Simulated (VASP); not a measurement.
# HfO2 (Pbca) in VASP: a series of runs, part 2 of 2

VASP 6.6.1. The steps go on from the part before.

### 3 Electric field gradients, LDA

Contents of INCAR:

```
SYSTEM = HfO2
PREC = Accurate
ENCUT = 520
EDIFF = 1E-8
ISMEAR = -1
SIGMA = 0.02
LREAL = Auto
LASPH = .True.
NELM = 80
ALGO = Normal
ISIF = 2
LWAVE = .False.
LCHARG = .False.
LEFG = .True.
NBANDS = 106
```

Contents of KPOINTS:

```
Automatic mesh
0
Gamma
  5 3 5
  0 0 0
```

Contents of POSCAR:

```
HfO2
1.0
    5.0598000000      0.0000000000      0.0000000000
    0.0000000000     10.0172000000      0.0000000000
    0.0000000000      0.0000000000      5.2276000000
Hf O
8 16
Direct
    0.7451453815      0.8845374889      0.9648639292
    0.2451453815      0.6154625111      0.0351360708
    0.2548546185      0.3845374889      0.5351360708
    0.7548546185      0.1154625111      0.4648639292
    0.2548546185      0.1154625111      0.0351360708
    0.7548546185      0.3845374889      0.9648639292
    0.7451453815      0.6154625111      0.4648639292
    0.2451453815      0.8845374889      0.5351360708
    0.8705074914      0.7907433626      0.6240165300
    0.3705074914      0.7092566374      0.3759834700
    0.1294925086      0.2907433626      0.8759834700
    0.6294925086      0.2092566374      0.1240165300
    0.1294925086      0.2092566374      0.3759834700
    0.6294925086      0.2907433626      0.6240165300
    0.8705074914      0.7092566374      0.1240165300
    0.3705074914      0.7907433626      0.8759834700
    0.5028771638      0.9764425996      0.2617206517
    0.0028771638      0.5235574004      0.7382793483
    0.4971228362      0.4764425996      0.2382793483
    0.9971228362      0.0235574004      0.7617206517
    0.4971228362      0.0235574004      0.7382793483
    0.9971228362      0.4764425996      0.2617206517
    0.5028771638      0.5235574004      0.7617206517
    0.0028771638      0.9764425996      0.2382793483
```

Potentials or basis: VASP PAW LDA potentials, release 64 (Hf_pv, O).

Started as:

```
> cat potpaw_LDA.64/Hf_pv/POTCAR potpaw_LDA.64/O/POTCAR > POTCAR
> mpirun -np 1 vasp_std > vasp.out
```

OUTCAR:

```text
SYSTEM = HfO2
   PREC = Accurate
   ENCUT = 520
   EDIFF = 1E-8
   ISMEAR = -1
   LREAL = Auto
   LASPH = .True.
   NELM = 80
   ISIF = 2

 ion  position               nearest neighbor table
   1  0.745  0.885  0.965-  15 2.04   9 2.11  24 2.14  16 2.17  20 2.17  17 2.18  21 2.22   8 3.38
                             8 3.38   5 3.41   5 3.48   4 3.49   4 3.49   2 3.71   2 3.71   7 3.75
   2  0.245  0.615  0.035-  16 2.04  10 2.11  23 2.14  15 2.17  19 2.17  18 2.18  22 2.22   7 3.38
                             7 3.38   6 3.41   6 3.48   3 3.49   3 3.49   1 3.71   1 3.71   8 3.75
   3  0.255  0.385  0.535-  13 2.04  11 2.11  22 2.14  14 2.17  18 2.17  19 2.18  23 2.22   6 3.38
                             6 3.38   7 3.41   7 3.48   2 3.49   2 3.49   4 3.71   4 3.71   5 3.75
   4  0.755  0.115  0.465-  14 2.04  12 2.11  21 2.14  13 2.17  17 2.17  20 2.18  24 2.22   5 3.38
                             5 3.38   8 3.41   8 3.48   1 3.49   1 3.49   3 3.71   3 3.71   6 3.75
   5  0.255  0.115  0.035-  11 2.04  13 2.11  20 2.14  12 2.17  24 2.17  21 2.18  17 2.22   4 3.38
                             4 3.38   1 3.41   1 3.48   8 3.49   8 3.49   6 3.71   6 3.71   3 3.75
   6  0.755  0.385  0.965-  12 2.04  14 2.11  19 2.14  11 2.17  23 2.17  22 2.18  18 2.22   3 3.38
[... 2196 lines left out ...]
----------------------------------------------------------------------
   1     -61.086   -36.538    97.624       0.251
   2     -61.086   -36.538    97.624       0.251
   3     -61.086   -36.538    97.624       0.251
   4     -61.086   -36.538    97.624       0.251
   5     -61.086   -36.538    97.624       0.251
   6     -61.086   -36.538    97.624       0.251
[... 16 lines left out ...]
  23      12.678     2.252   -14.930       0.698
  24      12.678     2.252   -14.930       0.698
----------------------------------------------------------------------

           NMR quadrupolar parameters

 Cq : quadrupolar parameter    Cq=e*Q*V_zz/h
 eta: asymmetry parameters     (V_yy - V_xx)/ V_zz
 Q  : nuclear electric quadrupole moment in mb (millibarn)
----------------------------------------------------------------------
 ion       Cq(MHz)       eta       Q (mb)
----------------------------------------------------------------------
   1       0.236       0.251       1.000
   2       0.236       0.251       1.000
   3       0.236       0.251       1.000
   4       0.236       0.251       1.000
   5       0.236       0.251       1.000
   6       0.236       0.251       1.000
[... 16 lines left out ...]
  23      -0.036       0.698       1.000
  24      -0.036       0.698       1.000
----------------------------------------------------------------------
```

OSZICAR:

```text
N       E                     dE             d eps       ncg     rms          rms(c)
DAV:   1     0.117052720110E+04    0.11705E+04   -0.10050E+05  3816   0.167E+03
DAV:   2    -0.222629212931E+03   -0.13932E+04   -0.13412E+04  4652   0.434E+02
DAV:   3    -0.306317545945E+03   -0.83688E+02   -0.83181E+02  4448   0.958E+01
DAV:   4    -0.307814234537E+03   -0.14967E+01   -0.14913E+01  4472   0.136E+01
DAV:   5    -0.307848226373E+03   -0.33992E-01   -0.33943E-01  4392   0.182E+00    0.153E+02
DAV:   6    -0.266698669909E+03    0.41150E+02   -0.23046E+02  4384   0.431E+01    0.131E+02
DAV:   7    -0.265499064453E+03    0.11996E+01   -0.14767E+01  4464   0.137E+01    0.649E+01
DAV:   8    -0.265354957000E+03    0.14411E+00   -0.10283E+00  4728   0.315E+00    0.924E+00
DAV:   9    -0.265287104529E+03    0.67852E-01   -0.19519E-01  4232   0.170E+00    0.556E+00
DAV:  10    -0.265285109881E+03    0.19946E-02   -0.31908E-02  4568   0.548E-01    0.219E-01
DAV:  11    -0.265284988613E+03    0.12127E-03   -0.51867E-03  4352   0.227E-01    0.390E-01
DAV:  12    -0.265284916103E+03    0.72510E-04   -0.57710E-04  4360   0.772E-02    0.119E-01
DAV:  13    -0.265284921587E+03   -0.54848E-05   -0.68020E-05  4416   0.280E-02    0.190E-02
DAV:  14    -0.265284919843E+03    0.17442E-05   -0.94375E-06  4376   0.104E-02    0.425E-02
DAV:  15    -0.265284919931E+03   -0.87484E-07   -0.16132E-06  4680   0.411E-03    0.715E-03
DAV:  16    -0.265284919902E+03    0.28194E-07   -0.13318E-07  4360   0.145E-03    0.155E-03
DAV:  17    -0.265284919900E+03    0.20991E-08   -0.59566E-08  3848   0.722E-04
   1 F= -.26528492E+03 E0= -.26528492E+03  d E =-.200431E-12
```

Run time: 16 min. Hardware: 1 thread of Intel Xeon Platinum 8259CL at 2.50GHz (Skylake/Cascade Lake), shared host; peak memory 0.47 GiB.

Results:

```yaml
Free_energy: -265.2849 eV
Pressure: -11.3 GPa
Largest_force: 0.151 eV/Å
Band_gap_on_the_k_mesh: 4.10 eV (least direct gap 4.26 eV)
Largest_electric_field_gradient_by_atom: Hf +97.6; O -24.8, -14.9 (each value once) V/Å²
```

Forces on the atoms (eV/Å):
```
Hf   0.019  0.036 -0.103
Hf   0.019 -0.036  0.103
Hf  -0.019  0.036  0.103
Hf  -0.019 -0.036 -0.103
Hf  -0.019 -0.036  0.103
Hf  -0.019  0.036 -0.103
Hf   0.019 -0.036 -0.103
Hf   0.019  0.036  0.103
O    0.066 -0.057  0.101
O    0.066  0.057 -0.101
O   -0.066 -0.057 -0.101
O   -0.066  0.057  0.101
O   -0.066  0.057 -0.101
O   -0.066 -0.057  0.101
O    0.066  0.057  0.101
O    0.066 -0.057 -0.101
O   -0.007  0.151  0.007
O   -0.007 -0.151 -0.007
O    0.007  0.151 -0.007
O    0.007 -0.151  0.007
O    0.007 -0.151 -0.007
O    0.007  0.151  0.007
O   -0.007 -0.151  0.007
O   -0.007  0.151 -0.007
```

Electric field gradients, principal values (V/Å²):
```tsv
atom	least	middle	greatest (by size)
1 Hf	-36.538	-61.086	97.624
2 Hf	-36.538	-61.086	97.624
3 Hf	-36.538	-61.086	97.624
4 Hf	-36.538	-61.086	97.624
5 Hf	-36.538	-61.086	97.624
6 Hf	-36.538	-61.086	97.624
7 Hf	-36.538	-61.086	97.624
8 Hf	-36.538	-61.086	97.624
9 O	3.439	21.313	-24.752
10 O	3.439	21.313	-24.752
11 O	3.439	21.313	-24.752
12 O	3.439	21.313	-24.752
13 O	3.439	21.313	-24.752
14 O	3.439	21.313	-24.752
15 O	3.439	21.313	-24.752
16 O	3.439	21.313	-24.752
17 O	2.252	12.678	-14.930
18 O	2.252	12.678	-14.930
19 O	2.252	12.678	-14.930
20 O	2.252	12.678	-14.930
21 O	2.252	12.678	-14.930
22 O	2.252	12.678	-14.930
23 O	2.252	12.678	-14.930
24 O	2.252	12.678	-14.930
```

Caveat: the cell stands under tension; without QUAD_EFG the Cq values of the log hold for a quadrupole moment of 1 mb, not for the nuclei; spin-orbit coupling is left out, which moves the levels of the heavy elements; an odd mesh through Γ misses points on the zone boundary, where band edges can lie.

### 4 Electric field gradients, PBEsol

Contents of INCAR:

```
SYSTEM = HfO2
ALGO     = Normal         ! electronic algorithm
EDIFF    = 1E-8           ! SCF threshold, eV
ENCUT    = 520            ! plane-wave cutoff, eV
GGA      = PS             ! functional
ISIF     = 2              ! what is computed and relaxed
ISMEAR   = -1             ! smearing method
LASPH    = .TRUE.         ! aspherical terms in the spheres
LCHARG   = .FALSE.        ! write CHGCAR
LEFG     = .TRUE.       
LREAL    = Auto         
LWAVE    = .FALSE.        ! write WAVECAR
NBANDS   = 106            ! bands
NELM     = 80             ! most SCF steps
PREC     = Accurate       ! precision mode
SIGMA    = 0.02           ! smearing width, eV
```

Contents of KPOINTS:

```
k-points
0
G
  5 3 5
  0 0 0
```

POSCAR is that of step 3.

Potentials or basis: VASP PAW PBE potentials, release 64 (Hf_pv, O).

Started as:

```
> cat potpaw_PBE.64/Hf_pv/POTCAR potpaw_PBE.64/O/POTCAR > POTCAR
> mpirun -np 1 vasp_std > vasp.out
```

OUTCAR:

```text
SYSTEM = HfO2
   EDIFF = 1E-8
   ENCUT = 520
   GGA = PS
   ISIF = 2
   ISMEAR = -1
   LASPH = .TRUE.
   LREAL = Auto
   NELM = 80
   PREC = Accurate

 ion  position               nearest neighbor table
   1  0.745  0.885  0.965-  15 2.04   9 2.11  24 2.14  16 2.17  20 2.17  17 2.18  21 2.22   8 3.38
                             8 3.38   5 3.41   5 3.48   4 3.49   4 3.49   2 3.71   2 3.71   7 3.75
   2  0.245  0.615  0.035-  16 2.04  10 2.11  23 2.14  15 2.17  19 2.17  18 2.18  22 2.22   7 3.38
                             7 3.38   6 3.41   6 3.48   3 3.49   3 3.49   1 3.71   1 3.71   8 3.75
   3  0.255  0.385  0.535-  13 2.04  11 2.11  22 2.14  14 2.17  18 2.17  19 2.18  23 2.22   6 3.38
                             6 3.38   7 3.41   7 3.48   2 3.49   2 3.49   4 3.71   4 3.71   5 3.75
   4  0.755  0.115  0.465-  14 2.04  12 2.11  21 2.14  13 2.17  17 2.17  20 2.18  24 2.22   5 3.38
                             5 3.38   8 3.41   8 3.48   1 3.49   1 3.49   3 3.71   3 3.71   6 3.75
   5  0.255  0.115  0.035-  11 2.04  13 2.11  20 2.14  12 2.17  24 2.17  21 2.18  17 2.22   4 3.38
                             4 3.38   1 3.41   1 3.48   8 3.49   8 3.49   6 3.71   6 3.71   3 3.75
[... 2197 lines left out ...]
----------------------------------------------------------------------
   1     -59.209   -35.205    94.415       0.254
   2     -59.209   -35.205    94.415       0.254
   3     -59.209   -35.205    94.415       0.254
   4     -59.209   -35.205    94.415       0.254
   5     -59.209   -35.205    94.415       0.254
   6     -59.209   -35.205    94.415       0.254
[... 16 lines left out ...]
  23      12.600     2.302   -14.902       0.691
  24      12.600     2.302   -14.902       0.691
----------------------------------------------------------------------

           NMR quadrupolar parameters

 Cq : quadrupolar parameter    Cq=e*Q*V_zz/h
 eta: asymmetry parameters     (V_yy - V_xx)/ V_zz
 Q  : nuclear electric quadrupole moment in mb (millibarn)
----------------------------------------------------------------------
 ion       Cq(MHz)       eta       Q (mb)
----------------------------------------------------------------------
   1       0.228       0.254       1.000
   2       0.228       0.254       1.000
   3       0.228       0.254       1.000
   4       0.228       0.254       1.000
   5       0.228       0.254       1.000
   6       0.228       0.254       1.000
[... 16 lines left out ...]
  23      -0.036       0.691       1.000
  24      -0.036       0.691       1.000
----------------------------------------------------------------------
```

Wall time 13 min (1 thread of Oxide Virtual Turin-like, shared host); peak memory 0.51 GiB.

Results:

| Property | Result |
| --- | --- |
| Free energy | -254.3044 eV |
| Pressure | -5.4 GPa |
| Largest force | 0.101 eV/Å |
| Band gap on the k mesh | 4.19 eV (least direct gap 4.35 eV) |
| Largest electric field gradient by atom | Hf +94.4; O -25.7, -14.9 (each value once) V/Å² |

Forces on the atoms (eV/Å):
```
Hf   0.002  0.043 -0.081
Hf   0.002 -0.043  0.081
Hf  -0.002  0.043  0.081
Hf  -0.002 -0.043 -0.081
Hf  -0.002 -0.043  0.081
Hf  -0.002  0.043 -0.081
Hf   0.002 -0.043 -0.081
Hf   0.002  0.043  0.081
O    0.043 -0.023  0.069
O    0.043  0.023 -0.069
O   -0.043 -0.023 -0.069
O   -0.043  0.023  0.069
O   -0.043  0.023 -0.069
O   -0.043 -0.023  0.069
O    0.043  0.023  0.069
O    0.043 -0.023 -0.069
O   -0.005  0.101  0.000
O   -0.005 -0.101  0.000
O    0.005  0.101  0.000
O    0.005 -0.101  0.000
O    0.005 -0.101  0.000
O    0.005  0.101  0.000
O   -0.005 -0.101  0.000
O   -0.005  0.101  0.000
```

Stress tensor (GPa, compression positive):
```
-5.31  0.00  0.00
 0.00 -5.69  0.00
 0.00  0.00 -5.31
```

Levels at points of the mesh, in eV from the valence-band top:
| k point | band 85 | band 86 | band 87 | band 88 | band 89 | band 90 | band 91 | band 92 |
| --- | --- | --- | --- | --- | --- | --- | --- | --- |
| (0.00, 0.00, 0.00) | -0.20 | -0.12 | -0.05 | 0.00 | 4.41 | 4.86 | 4.96 | 5.12 |

Electric field gradients, principal values (V/Å²):
```csv
atom,least,middle,greatest (by size)
1 Hf,-35.205,-59.209,94.415
2 Hf,-35.205,-59.209,94.415
3 Hf,-35.205,-59.209,94.415
4 Hf,-35.205,-59.209,94.415
5 Hf,-35.205,-59.209,94.415
6 Hf,-35.205,-59.209,94.415
7 Hf,-35.205,-59.209,94.415
8 Hf,-35.205,-59.209,94.415
9 O,4.563,21.134,-25.697
10 O,4.563,21.134,-25.697
11 O,4.563,21.134,-25.697
12 O,4.563,21.134,-25.697
13 O,4.563,21.134,-25.697
14 O,4.563,21.134,-25.697
15 O,4.563,21.134,-25.697
16 O,4.563,21.134,-25.697
17 O,2.302,12.600,-14.902
18 O,2.302,12.600,-14.902
19 O,2.302,12.600,-14.902
20 O,2.302,12.600,-14.902
21 O,2.302,12.600,-14.902
22 O,2.302,12.600,-14.902
23 O,2.302,12.600,-14.902
24 O,2.302,12.600,-14.902
```

Caveat: the cell stands under tension; without QUAD_EFG the Cq values of the log hold for a quadrupole moment of 1 mb, not for the nuclei; the PAW data sets were made with another functional, which shifts forces and pressure a little; spin-orbit coupling is left out, which moves the levels of the heavy elements; an odd mesh through Γ misses points on the zone boundary, where band edges can lie.
